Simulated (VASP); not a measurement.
# SO (rock salt type) (Fm-3m) in VASP: notebook, part 3 of 3

VASP 6.6.1.

### 5 Single point, r2SCAN

This run uses another cell than the first one, of 12.47 Å³/atom.

File POSCAR:

```
SO
1.0
    0.0000000000      2.3186778396      2.3186778396
    2.3186778396      0.0000000000      2.3186778396
    2.3186778396      2.3186778396      0.0000000000
S O
1 1
Direct
    0.0000000000      0.0000000000      0.0000000000
    0.5000000000      0.5000000000      0.5000000000
```

File INCAR.step1:

```
PREC = Accurate
ENCUT = 520
ISMEAR = -1
SIGMA = 0.1
LREAL = F
LASPH = T
NELM = 80
NBANDS = 13
GGA = PE
ALGO = Normal
EDIFF = 1E-4
LWAVE = T
LCHARG = F
```

File INCAR.step2:

```
PREC = Accurate
ENCUT = 520
EDIFF = 1E-6
ISMEAR = -1
SIGMA = 0.1
LREAL = F
LASPH = T
NELM = 80
ALGO = Normal
ISIF = 2
LWAVE = F
LCHARG = F
METAGGA = R2SCAN
LMIXTAU = T
NBANDS = 13
ISTART = 1
```

File KPOINTS:

```
regular mesh
0
Gamma
  13 13 13
```

Potentials or basis: VASP PAW PBE potentials, release 64 (S, O).

Launch:

```
$ cat potpaw_PBE.64/S/POTCAR potpaw_PBE.64/O/POTCAR > POTCAR
$ cp INCAR.step1 INCAR
$ mpirun -np 1 vasp_std > vasp.out
$ cp INCAR.step2 INCAR
$ mpirun -np 1 vasp_std > vasp.out
```

OUTCAR:

```text
PREC = Accurate
   ENCUT = 520
   EDIFF = 1E-6
   ISMEAR = -1
   LREAL = F
   LASPH = T
   NELM = 80
   ISIF = 2
   METAGGA = R2SCAN
   ISTART = 1

 ion  position               nearest neighbor table
   1  0.000  0.000  0.000-   2 2.32   2 2.32   2 2.32   2 2.32   2 2.32   2 2.32
   2  0.500  0.500  0.500-   1 2.32   1 2.32   1 2.32   1 2.32   1 2.32   1 2.32

  LATTYP: Found a face centered cubic cell.
 ALAT       =     4.6373556792

  Lattice vectors:

 A1 = (   0.0000000000,   2.3186778396,   2.3186778396)
 A2 = (   2.3186778396,   0.0000000000,   2.3186778396)
 A3 = (   2.3186778396,   2.3186778396,   0.0000000000)

Analysis of symmetry for initial positions (statically):
=====================================================================
 Subroutine PRICEL returns:
 Original cell was already a primitive cell.

 Routine SETGRP: Setting up the symmetry group for a
 face centered cubic supercell.

 Subroutine GETGRP returns: Found 48 space group operations
 (whereof 48 operations were pure point group operations)
 out of a pool of 48 trial point group operations.

The static configuration has the point symmetry O_h .

Analysis of symmetry for dynamics (positions and initial velocities):
=====================================================================
 Subroutine PRICEL returns:
 Original cell was already a primitive cell.

 Routine SETGRP: Setting up the symmetry group for a
 face centered cubic supercell.

 Subroutine GETGRP returns: Found 48 space group operations
 (whereof 48 operations were pure point group operations)
 out of a pool of 48 trial point group operations.

The dynamic configuration has the point symmetry O_h .

 Subroutine INISYM returns: Found 48 space group operations
 (whereof 48 operations are pure point group operations),
 and found     1 'primitive' translations

----------------------------------------------------------------------------------------

                                     Primitive cell

  volume of cell :      24.9317

  direct lattice vectors                    reciprocal lattice vectors
     0.000000000  2.318677840  2.318677840    -0.215640134  0.215640134  0.215640134
     2.318677840  0.000000000  2.318677840     0.215640134 -0.215640134  0.215640134
     2.318677840  2.318677840  0.000000000     0.215640134  0.215640134 -0.215640134

  length of vectors
     3.279105648  3.279105648  3.279105648     0.373499668  0.373499668  0.373499668

  position of ions in fractional coordinates (direct lattice)
     0.000000000  0.000000000  0.000000000
     0.500000000  0.500000000  0.500000000

  ion indices of the primitive-cell ions
   primitive index   ion index
                 1           1
                 2           2

----------------------------------------------------------------------------------------

 KPOINTS: regular mesh

Automatic generation of k-mesh.
 Grid dimensions read from file:
 generate k-points for:   13   13   13

 Generating k-lattice:

  Cartesian coordinates                     Fractional coordinates (reciprocal lattice)
    -0.016587703  0.016587703  0.016587703     0.076923077  0.000000000  0.000000000
     0.016587703 -0.016587703  0.016587703     0.000000000  0.076923077  0.000000000
     0.016587703  0.016587703 -0.016587703     0.000000000  0.000000000  0.076923077

  Length of vectors
     0.028730744  0.028730744  0.028730744

  Shift w.r.t. Gamma in fractional coordinates (k-lattice)
     0.000000000  0.000000000  0.000000000
[... 35 lines left out ...]
   total plane-waves  NPLWV =  13824
   dimension x,y,z NGX =    24 NGY =   24 NGZ =   24
   dimension x,y,z NGXF=    48 NGYF=   48 NGZF=   48
   ions per type =               1   1
   NGX,Y,Z   is equivalent  to a cutoff of  12.17, 12.17, 12.17 a.u.
   NGXF,Y,Z  is equivalent  to a cutoff of  24.34, 24.34, 24.34 a.u.
 SYSTEM =  unknown system
   PREC   = accura    normal or accurate (medium, high low for compatibility)
   ISTART =      1    job   : 0-new  1-cont  2-samecut
   ICHARG =      0    charge: 1-file 2-atom 10-const
   ISPIN  =      1    spin polarized calculation?
   LNONCOLLINEAR =      F non collinear calculations
   LSORBIT =      F    spin-orbit coupling
   LASPH  =      T    aspherical Exc in radial PAW
   ENCUT  =  520.0 eV  38.22 Ry    6.18 a.u.   6.10  6.10  6.10*2*pi/ulx,y,z
   NELM   =     80;   NELMIN=  2; NELMDL=  0     # of ELM steps
   EDIFF  = 0.1E-05   stopping-criterion for ELM
   LREAL  =      F    real-space projection
   EDIFFG = 0.1E-04   stopping-criterion for IOM
   NSW    =      0    number of steps for IOM
   IBRION =     -1    ionic relax: 0-MD 1-quasi-New 2-CG
   NFREE  =      0    steps in history (QN), initial steepest desc. (CG)
   ISIF   =      2    stress and relaxation
   ISYM   =      2    0-nonsym 1-usesym 2-fastsym
   POTIM  = 0.5000    time-step for ionic-motion
   TEBEG  =    0.0;   TEEND  =   0.0 temperature during run
   PSTRESS=    0.0 pullay stress
   NELECT =      12.0000    total number of electrons
   NUPDOWN=      -1.0000    fix difference up-down
   EMIN   =  10.00;   EMAX   =-10.00  energy-range for DOS
   EFERMI =   0.00;   METHOD = LEGACY
   ISMEAR =    -1;   SIGMA  =   0.10  broadening in eV -4-tet -1-fermi 0-gaus
   EFERMI_NEDOS =   21; number of points for ismear=-14 and -15
   IALGO  =     38    algorithm
   IMIX   =      4    mixing-type and parameters
     AMIX     =   0.40;   BMIX     =  1.00
     AMIX_MAG =   1.60;   BMIX_MAG =  1.00
  volume/ion in A,a.u.               =      12.47        84.12
  Fermi-wavevector in a.u.,A,eV,Ry     =   1.282975  2.424471 22.395525  1.646025
  Thomas-Fermi vector in A             =   2.415255
   LORBIT       =      0    0 simple, 1 ext, 2 COOP (PROOUT), +10 PAW based schemes
   METAGGA = R2SCAN    functional components
   LHFCALC =     F    Hartree Fock is set to
   AEXX    =    0.0000 exact exchange contribution
   IVDW    =     0    specifies the selected vdW correction
   LEPSILON=     F    determine dielectric tensor
   LRPA    =     F    only Hartree local field effects (RPA)
 non-spin polarized calculation
  energy-cutoff  :      520.00
  volume of cell :       24.93
 maximum number of plane-waves:       686
   NGX = 13   NGY = 13   NGZ = 13

 number of electron      11.9999996 magnetization

 Free energy of the ion-electron system (eV)
  ---------------------------------------------------
  ext. energy  EPLUGINS =         0.00000000
  ---------------------------------------------------
  free energy    TOTEN  =       -11.65380355 eV

  energy without entropy =      -11.61290871  energy(sigma->0) =      -11.63335613

 E-fermi :   5.6676     XC(G=0): -11.7002

 val. band max:        5.6567083668   @ k =   0.3846   0.2308   0.0000
 cond. band min:       5.6774000189   @ k =  -0.4615   0.3077   0.0769
 fundamental gap:      0.0206916521
 Fermi energy:         5.6676008279

 k-point     1 :       0.0000    0.0000    0.0000
  band No.  band energies     occupation
      1     -15.7415      2.00000
      2      -6.1134      2.00000
      3       1.3449      2.00000
      4       1.3449      2.00000
      5       1.3449      2.00000
      6       7.3814      0.00000
      7       7.3814      0.00000
      8       7.3814      0.00000
      9      15.8862      0.00000
     10      15.8862      0.00000
     11      15.8862      0.00000
     12      19.0925      0.00000
     13      19.0925      0.00000
[... 354 lines left out ...]
  band No.  band energies     occupation
      1     -14.3864      2.00000
      2      -8.1093      2.00000
      3       0.2806      2.00000
      4       0.9308      2.00000
      5       1.7171      2.00000
      6       4.6931      1.99988
      7       5.9406      0.12248
      8       6.2704      0.00481
      9      15.2528      0.00000
     10      18.6664      0.00000
     11      20.2313      0.00000
     12      22.3997      0.00000
     13      24.0310      0.00000

 [... further k-points ...]

------------------------ aborting loop because EDIFF is reached ----------------------------------------

  FORCE on cell =-STRESS in cart. coord.  units (eV):
  Direction    XX          YY          ZZ          XY          YZ          ZX
  --------------------------------------------------------------------------------------
  -------------------------------------------------------------------------------------
  Total       -0.5521741     -0.5521741     -0.5521741     -0.0000000      0.0000000     -0.0000000
  in kB      -35.4842297    -35.4842297    -35.4842297     -0.0000000      0.0000000     -0.0000000
  external PRESSURE =     -35.4842297 kB  Pullay stress =       0.0000000 kB

 VOLUME and BASIS-vectors are now :
 -----------------------------------------------------------------------------
  energy-cutoff  :      520.00
  volume of cell :       24.93
      direct lattice vectors                 reciprocal lattice vectors
     0.000000000  2.318677840  2.318677840    -0.215640134  0.215640134  0.215640134
     2.318677840  0.000000000  2.318677840     0.215640134 -0.215640134  0.215640134
     2.318677840  2.318677840  0.000000000     0.215640134  0.215640134 -0.215640134

 POSITION                                       TOTAL-FORCE (eV/Angst)
 -----------------------------------------------------------------------------------
      0.00000      0.00000      0.00000        -0.000000     -0.000000     -0.000000
      2.31868      2.31868      2.31868         0.000000      0.000000      0.000000
 -----------------------------------------------------------------------------------
    total drift:                                0.000000     -0.000000      0.000000

  FREE ENERGIE OF THE ION-ELECTRON SYSTEM (eV)
  ---------------------------------------------------
  free  energy   TOTEN  =       -11.6538035528 eV

  energy  without entropy=      -11.6129087052  energy(sigma->0) =      -11.63335613
```

Run time: 26 s. Hardware: 1 thread of Intel Xeon 6975P-C (Granite Rapids), shared host; peak memory 0.15 GiB.

What came out:

```
Free energy            : -11.6538 eV
Pressure               : -3.5 GPa
Band gap on the k mesh : zero (bands 6 and 7 overlap by 3.12 eV)
```

Caveat: the cell stands under tension; the PAW data sets were made with another functional, which shifts forces and pressure a little.

### 6 Single point, r2SCAN

This run uses another cell than the first one, of 12.84 Å³/atom.

File POSCAR:

```
SO
1.0
    0.0000000000      2.3414114250      2.3414114250
    2.3414114250      0.0000000000      2.3414114250
    2.3414114250      2.3414114250      0.0000000000
S O
1 1
Direct
    0.0000000000      0.0000000000      0.0000000000
    0.5000000000      0.5000000000      0.5000000000
```

File INCAR.step1:

```
SYSTEM = SO
PREC = Accurate ; ENCUT = 520
ISMEAR = -1 ; SIGMA = 0.1
LREAL = .False. ; LASPH = .True.
NELM = 60 ; NBANDS = 13
GGA = PE ; ALGO = Normal
EDIFF = 1E-4 ; LWAVE = .True.
LCHARG = .False.
```

File INCAR.step2:

```
SYSTEM = SO
PREC = Accurate ; ENCUT = 520
EDIFF = 1E-6 ; ISMEAR = -1
SIGMA = 0.1 ; LREAL = .False.
LASPH = .True. ; NELM = 60
ALGO = Normal ; ISIF = 2
LWAVE = .False. ; LCHARG = .True.
METAGGA = R2SCAN ; LMIXTAU = .True.
LELF = .True. ; LVHAR = .True.
NBANDS = 13 ; ISTART = 1
```

File KPOINTS:

```
regular mesh
0
Gamma
  13 13 13
  0 0 0
```

Potentials or basis: VASP PAW PBE potentials, release 64 (S, O).

Launch:

```
$ cat potpaw_PBE.64/S/POTCAR potpaw_PBE.64/O/POTCAR > POTCAR
$ cp INCAR.step1 INCAR
$ mpirun -np 1 vasp_std > vasp.out
$ cp INCAR.step2 INCAR
$ mpirun -np 1 vasp_std > vasp.out
```

Wall time 63 s (1 thread of Intel Xeon 6975P-C (Granite Rapids), shared host); peak memory 0.16 GiB.

It converged, with:

```
Free energy            : -11.6301 eV
Pressure               : -7.0 GPa
Band gap on the k mesh : zero (bands 6 and 7 overlap by 3.00 eV)
```

Levels at points of the mesh, in eV from the Fermi level:
| k point | band 4 | band 5 | band 6 | band 7 | band 8 | band 9 |
| --- | --- | --- | --- | --- | --- | --- |
| (0.00, 0.00, 0.00) | -4.15 | -4.15 | 1.64 | 1.64 | 1.64 | 10.31 |

Caveat: the cell stands under tension; the PAW data sets were made with another functional, which shifts forces and pressure a little.

### 7 Overview

| cell | gap on the mesh (eV) | pressure (GPa) |
| --- | --- | --- |
| a = 3.213 Å, angles 60.0°, 2 atoms | none | 5.3 |
| a = 3.246 Å, angles 60.0°, 2 atoms | none | 0.5 |
| a = 3.279 Å, angles 60.0°, 2 atoms | none | -3.5 |
| a = 3.311 Å, angles 60.0°, 2 atoms | none | -7.0 |

Alike in all rows: task single point; level r2SCAN; potentials or basis VASP PAW PBE potentials, release 64 (S, O); no spin polarisation; k mesh 13 × 13 × 13; cutoff (eV) 520; smearing fermi-dirac 0.1 eV.

Caveats: the PAW data sets were made with another functional, which shifts forces and pressure a little; the cell stands under tension (at least some runs); the cell stands under pressure (at least some runs).

Absolute energies hang on the potentials; compare differences alone.
